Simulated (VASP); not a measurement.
# MnPt2 (P-3m1) in VASP: a series of runs

MnPt2 is run at these levels: RPBE+D4, BLYP+D3(BJ), r2SCAN; tasks: single point.

All numbers are computed with VASP 6.6.1; they aren't measurements. Logs are shortened: lines on timing, memory, paths and dates and some standing lists are left out, and cuts for length are marked.

## 1. The cell of the first run

Symmetry: P-3m1, No. 164, trigonal system. The conventional cell has a = 2.800 Å, b = 2.800 Å, c = 6.546 Å, α = 90.00°, β = 90.00°, γ = 120.00°. Pt (site symmetry 3m) has 3 Mn at 2.63 Å and 9 Pt at 2.80 to 2.88 Å within 3.5 Å. Within 3.5 Å of Mn (site symmetry -3m) lie 6 Pt at 2.63 Å and 6 Mn at 2.80 Å.

## 2. Single point, RPBE+D4, collinear spin, ferromagnetic start

File INCAR:

```
SYSTEM = MnPt2
PREC = Accurate ; ENCUT = 520
EDIFF = 1E-6 ; ISMEAR = -1
SIGMA = 0.05 ; LREAL = .False.
LASPH = .True. ; NELM = 150
ALGO = Normal ; ISIF = 2
LWAVE = .False. ; LCHARG = .False.
ISPIN = 2 ; MAGMOM = 0 0 4
LORBIT = 11 ; LMAXMIX = 4
GGA = RP ; IVDW = 13
NBANDS = 28
```

File KPOINTS:

```
Automatic mesh
0
Gamma
  11 11 4
  0 0 0
```

File POSCAR:

```
MnPt2
1.0
    2.7999220268      0.0000000000      0.0000000000
   -1.3999610134      2.4248036038      0.0000000000
    0.0000000000      0.0000000000      6.5461453356
Pt Mn
2 1
Direct
    0.6666666667      0.3333333333      0.3176811139
    0.3333333333      0.6666666667      0.6823188861
    0.0000000000      0.0000000000      0.0000000000
```

Potentials or basis: VASP PAW PBE potentials, release 64 (Pt, Mn_pv).

Started as:

```console
$ cat potpaw_PBE.64/Pt/POTCAR potpaw_PBE.64/Mn_pv/POTCAR > POTCAR
$ mpirun -np 1 vasp_std > vasp.out
```

OUTCAR:

```text
SYSTEM = MnPt2
   PREC = Accurate
   ENCUT = 520
   EDIFF = 1E-6
   ISMEAR = -1
   LREAL = .False.
   LASPH = .True.
   NELM = 150
   ISIF = 2
   ISPIN = 2
   LORBIT = 11
   GGA = RP
   IVDW = 13

 ion  position               nearest neighbor table
   1  0.667  0.333  0.318-   3 2.63   3 2.63   3 2.63   2 2.88   2 2.88   2 2.88
   2  0.333  0.667  0.682-   3 2.63   3 2.63   3 2.63   1 2.88   1 2.88   1 2.88
   3  0.000  0.000  0.000-   1 2.63   2 2.63   2 2.63   1 2.63   1 2.63   2 2.63

  LATTYP: Found a hexagonal cell.
 ALAT       =     2.7999220268
 C/A-ratio  =     2.3379741553

  Lattice vectors:

 A1 = (   2.7999220268,   0.0000000000,   0.0000000000)
 A2 = (  -1.3999610134,   2.4248036038,   0.0000000000)
 A3 = (   0.0000000000,   0.0000000000,   6.5461453356)

Analysis of symmetry for initial positions (statically):
=====================================================================
 Subroutine PRICEL returns:
 Original cell was already a primitive cell.

 Routine SETGRP: Setting up the symmetry group for a
 hexagonal supercell.

 Subroutine GETGRP returns: Found 12 space group operations
 (whereof 12 operations were pure point group operations)
 out of a pool of 24 trial point group operations.

The static configuration has the point symmetry D_3d.

Analysis of symmetry for dynamics (positions and initial velocities):
=====================================================================
 Subroutine PRICEL returns:
 Original cell was already a primitive cell.

 Routine SETGRP: Setting up the symmetry group for a
 hexagonal supercell.

 Subroutine GETGRP returns: Found 12 space group operations
 (whereof 12 operations were pure point group operations)
 out of a pool of 24 trial point group operations.

The dynamic configuration has the point symmetry D_3d.

Analysis of structural, dynamic, and magnetic symmetry:
=====================================================================
 Subroutine PRICEL returns:
 Original cell was already a primitive cell.

 Routine SETGRP: Setting up the symmetry group for a
 hexagonal supercell.

 Subroutine GETGRP returns: Found 12 space group operations
 (whereof 12 operations were pure point group operations)
 out of a pool of 24 trial point group operations.

The overall configuration has the point symmetry D_3d.

 Subroutine INISYM returns: Found 12 space group operations
 (whereof 12 operations are pure point group operations),
 and found     1 'primitive' translations

----------------------------------------------------------------------------------------

                                     Primitive cell

  volume of cell :      44.4435

  direct lattice vectors                    reciprocal lattice vectors
     2.799922027  0.000000000  0.000000000     0.357152803  0.206202267  0.000000000
    -1.399961013  2.424803604  0.000000000     0.000000000  0.412404534  0.000000000
     0.000000000  0.000000000  6.546145336     0.000000000  0.000000000  0.152761656

  length of vectors
     2.799922027  2.799922027  6.546145336     0.412404534  0.412404534  0.152761656

  position of ions in fractional coordinates (direct lattice)
     0.666666667  0.333333333  0.317681114
     0.333333333  0.666666667  0.682318886
     0.000000000  0.000000000  0.000000000

  ion indices of the primitive-cell ions
   primitive index   ion index
                 1           1
                 2           2
                 3           3

----------------------------------------------------------------------------------------

 KPOINTS: Automatic mesh

Automatic generation of k-mesh.
 Grid dimensions read from file:
 generate k-points for:   11   11    4

 Generating k-lattice:

  Cartesian coordinates                     Fractional coordinates (reciprocal lattice)
     0.032468437  0.018745661  0.000000000     0.090909091  0.000000000  0.000000000
     0.000000000  0.037491321  0.000000000     0.000000000  0.090909091  0.000000000
     0.000000000  0.000000000  0.038190414     0.000000000  0.000000000  0.250000000

  Length of vectors
     0.037491321  0.037491321  0.038190414

  Shift w.r.t. Gamma in fractional coordinates (k-lattice)
     0.000000000  0.000000000  0.000000000

 Subroutine IBZKPT returns following result:
 ===========================================

 Found     58 irreducible k-points:

 Following reciprocal coordinates:
            Coordinates               Weight
  0.000000  0.000000  0.000000      1.000000
  0.090909  0.000000  0.000000      6.000000
  0.181818  0.000000  0.000000      6.000000
  0.272727  0.000000  0.000000      6.000000
  0.363636  0.000000  0.000000      6.000000
  0.454545  0.000000  0.000000      6.000000
[... 16 lines left out ...]
  0.000000  0.272727  0.250000      6.000000
  0.363636  0.000000  0.250000      6.000000
 [... further k-points ...]
   k-points           NKPTS =     58   k-points in BZ     NKDIM =     58   number of bands    NBANDS=     28
   number of dos      NEDOS =    301   number of ions     NIONS =      3
   total plane-waves  NPLWV =  28800
   dimension x,y,z NGX =    24 NGY =   24 NGZ =   50
   dimension x,y,z NGXF=    48 NGYF=   48 NGZF=  100
   ions per type =               2   1
   NGX,Y,Z   is equivalent  to a cutoff of  14.25, 14.25, 12.70 a.u.
   NGXF,Y,Z  is equivalent  to a cutoff of  28.50, 28.50, 25.40 a.u.
 SYSTEM =  MnPt2
   PREC   = accura    normal or accurate (medium, high low for compatibility)
   ISTART =      0    job   : 0-new  1-cont  2-samecut
   ICHARG =      2    charge: 1-file 2-atom 10-const
   ISPIN  =      2    spin polarized calculation?
   LNONCOLLINEAR =      F non collinear calculations
   LSORBIT =      F    spin-orbit coupling
   LASPH  =      T    aspherical Exc in radial PAW
   ENCUT  =  520.0 eV  38.22 Ry    6.18 a.u.   5.21  5.21 12.17*2*pi/ulx,y,z
   NELM   =    150;   NELMIN=  2; NELMDL= -5     # of ELM steps
   EDIFF  = 0.1E-05   stopping-criterion for ELM
   LREAL  =      F    real-space projection
   EDIFFG = 0.1E-04   stopping-criterion for IOM
   NSW    =      0    number of steps for IOM
   IBRION =     -1    ionic relax: 0-MD 1-quasi-New 2-CG
   NFREE  =      0    steps in history (QN), initial steepest desc. (CG)
   ISIF   =      2    stress and relaxation
   ISYM   =      2    0-nonsym 1-usesym 2-fastsym
   POTIM  = 0.5000    time-step for ionic-motion
   TEBEG  =    0.0;   TEEND  =   0.0 temperature during run
   PSTRESS=    0.0 pullay stress
   NELECT =      33.0000    total number of electrons
   NUPDOWN=      -1.0000    fix difference up-down
   EMIN   =  10.00;   EMAX   =-10.00  energy-range for DOS
   EFERMI =   0.00;   METHOD = LEGACY
   ISMEAR =    -1;   SIGMA  =   0.05  broadening in eV -4-tet -1-fermi 0-gaus
   EFERMI_NEDOS =   21; number of points for ismear=-14 and -15
   IALGO  =     38    algorithm
   IMIX   =      4    mixing-type and parameters
     AMIX     =   0.40;   BMIX     =  1.00
     AMIX_MAG =   1.60;   BMIX_MAG =  1.00
  volume/ion in A,a.u.               =      14.81        99.97
  Fermi-wavevector in a.u.,A,eV,Ry     =   1.482439  2.801403 29.900499  2.197625
  Thomas-Fermi vector in A             =   2.596225
   LORBIT       =     11    0 simple, 1 ext, 2 COOP (PROOUT), +10 PAW based schemes
   GGA     = RP    functional components
   LHFCALC =     F    Hartree Fock is set to
   AEXX    =    0.0000 exact exchange contribution
   IVDW    =    13    specifies the selected vdW correction
   LEPSILON=     F    determine dielectric tensor
   LRPA    =     F    only Hartree local field effects (RPA)
 spin polarized calculation
  energy-cutoff  :      520.00
  volume of cell :       44.44
 maximum number of plane-waves:      1218
 NGX is ok and might be reduce to    24
   NGX = 11   NGY = 11   NGZ = 25

 number of electron      32.9999989 magnetization       4.4804766

 Free energy of the ion-electron system (eV)
  ---------------------------------------------------
  ext. energy  EPLUGINS =         0.00000000
  ---------------------------------------------------
  free energy    TOTEN  =       -20.10915427 eV

  energy without entropy =      -20.08833897  energy(sigma->0) =      -20.09874662

 E-fermi :  10.2620     XC(G=0): -12.9912

 val. band max:       10.2544422779   @ k =   0.0000   0.1818   0.2500
 cond. band min:      10.2696219197   @ k =   0.1818   0.0909   0.2500
 fundamental gap:      0.0151796418
 Fermi energy:        10.2620080506

 spin component 1

 k-point     1 :       0.0000    0.0000    0.0000
  band No.  band energies     occupation
      1     -39.5563      1.00000
      2     -39.5172      1.00000
      3     -39.5172      1.00000
      4       0.6293      1.00000
      5       2.8780      1.00000
      6       4.1444      1.00000
[... 20 lines left out ...]
     27      29.8369      0.00000
     28      29.8369      0.00000

 k-point     2 :       0.0909    0.0000    0.0000
  band No.  band energies     occupation
      1     -39.5547      1.00000
      2     -39.5302      1.00000
      3     -39.5204      1.00000
      4       0.9071      1.00000
      5       3.1562      1.00000
      6       4.3296      1.00000
[... 20 lines left out ...]
     27      28.1635      0.00000
     28      28.2562      0.00000

 k-point     3 :       0.1818    0.0000    0.0000
  band No.  band energies     occupation
      1     -39.5650      1.00000
      2     -39.5503      1.00000
      3     -39.5289      1.00000
      4       1.6841      1.00000
      5       3.8439      1.00000
      6       4.7738      1.00000
[... 616 lines left out ...]
      3     -39.5401      1.00000
      4       2.9892      1.00000
      5       4.0318      1.00000
      6       4.6406      1.00000
[... 20 lines left out ...]
     27      25.7891      0.00000
     28      27.6328      0.00000

 k-point    24 :       0.3636    0.0000    0.2500
  band No.  band energies     occupation
      1     -39.6518      1.00000
      2     -39.5503      1.00000
      3     -39.5391      1.00000
      4       3.4136      1.00000
      5       3.9393      1.00000
      6       4.4585      1.00000
[... 20 lines left out ...]
     27      24.2443      0.00000
     28      25.9848      0.00000

 [... further k-points ...]

 spin component 2

 k-point     1 :       0.0000    0.0000    0.0000
  band No.  band energies     occupation
      1     -35.5995      1.00000
      2     -35.4803      1.00000
      3     -35.4803      1.00000
      4       0.8573      1.00000
      5       3.0086      1.00000
      6       4.9169      1.00000
[... 20 lines left out ...]
     27      30.3746      0.00000
     28      30.3747      0.00000

 k-point     2 :       0.0909    0.0000    0.0000
  band No.  band energies     occupation
      1     -35.5975      1.00000
      2     -35.4952      1.00000
      3     -35.4838      1.00000
      4       1.1398      1.00000
      5       3.2930      1.00000
      6       5.0811      1.00000
[... 20 lines left out ...]
     27      28.7225      0.00000
     28      29.0159      0.00000

 k-point     3 :       0.1818    0.0000    0.0000
  band No.  band energies     occupation
      1     -35.5921      1.00000
      2     -35.5352      1.00000
      3     -35.4935      1.00000
      4       1.9295      1.00000
      5       4.0134      1.00000
      6       5.4274      1.00000
[... 616 lines left out ...]
      3     -35.5061      1.00000
      4       3.2097      1.00000
      5       4.3113      1.00000
      6       5.1242      1.00000
[... 20 lines left out ...]
     27      26.2700      0.00000
     28      28.1257      0.00000

 k-point    24 :       0.3636    0.0000    0.2500
  band No.  band energies     occupation
      1     -35.6350      1.00000
      2     -35.5784      1.00000
      3     -35.5177      1.00000
      4       3.7018      1.00000
      5       4.2225      1.00000
      6       4.7832      1.00000
[... 20 lines left out ...]
     27      24.7879      0.00000
     28      26.2440      0.00000

 [... further k-points ...]

------------------------ aborting loop because EDIFF is reached ----------------------------------------

  DFT-D4 for vdW energy calculation

  Edisp (eV):   -3.37537

  FORCE on cell =-STRESS in cart. coord.  units (eV):
  Direction    XX          YY          ZZ          XY          YZ          ZX
  --------------------------------------------------------------------------------------
  -------------------------------------------------------------------------------------
  Total      -0.07520    -0.07520    -0.02540     0.00000    -0.00000     0.00000
  in kB      -2.71096    -2.71096    -0.91581     0.00000    -0.00000     0.00000
  external pressure =       -2.11 kB  Pullay stress =        0.00 kB

 VOLUME and BASIS-vectors are now :
 -----------------------------------------------------------------------------
  energy-cutoff  :      520.00
  volume of cell :       44.44
      direct lattice vectors                 reciprocal lattice vectors
     2.799922027  0.000000000  0.000000000     0.357152803  0.206202267  0.000000000
    -1.399961013  2.424803604  0.000000000     0.000000000  0.412404534  0.000000000
     0.000000000  0.000000000  6.546145336     0.000000000  0.000000000  0.152761656

 POSITION                                       TOTAL-FORCE (eV/Angst)
 -----------------------------------------------------------------------------------
      1.39996      0.80827      2.07959        -0.000000      0.000000      0.020268
     -0.00000      1.61654      4.46656         0.000000     -0.000000     -0.020268
      0.00000      0.00000      0.00000        -0.000000      0.000000      0.000000
 -----------------------------------------------------------------------------------
    total drift:                                0.000000      0.000000     -0.000000

  FREE ENERGIE OF THE ION-ELECTRON SYSTEM (eV)
  ---------------------------------------------------
  free  energy   TOTEN  =       -23.4845236983 eV

  energy  without entropy=      -23.4637083963  energy(sigma->0) =      -23.47411605

 total charge

# of ion       s       p       d       tot
------------------------------------------
    1        0.671   0.583   8.069   9.323
    2        0.671   0.583   8.069   9.323
    3        0.324   6.275   4.983  11.582
--------------------------------------------------
tot          1.665   7.442  21.120  30.227

 magnetization (x)

# of ion       s       p       d       tot
------------------------------------------
    1       -0.018  -0.005   0.316   0.293
    2       -0.018  -0.005   0.316   0.293
    3        0.014   0.028   3.676   3.718
--------------------------------------------------
tot         -0.022   0.018   4.309   4.304
```

Run time: 4 min. Hardware: 1 thread of AMD EPYC 7R43 (Zen 3), shared host; peak memory 0.23 GiB.

Results:

```yaml
Free_energy: -23.4845 eV
Pressure: -0.2 GPa
Largest_force: 0.020 eV/Å
Net_moment: 4.48 μB per cell
Site_moments: Pt +0.29; Mn +3.72 μB
Valence_electrons_inside_the_program's_atomic_spheres: Pt 9.32; Mn 11.58
Dispersion_energy_per_atom: -1.125 eV
```

Forces in eV/Å, atoms in the order of the input:
```
Pt   0.000  0.000  0.020
Pt   0.000  0.000 -0.020
Mn   0.000  0.000  0.000
```

Caveat: the dispersion term is far too large for a dense solid, which distorts pressure and volume; the PAW data sets were made with another functional, which shifts forces and pressure a little; spin-orbit coupling is left out, which moves the levels of the heavy elements.

(Continued in part 2 of 2.)
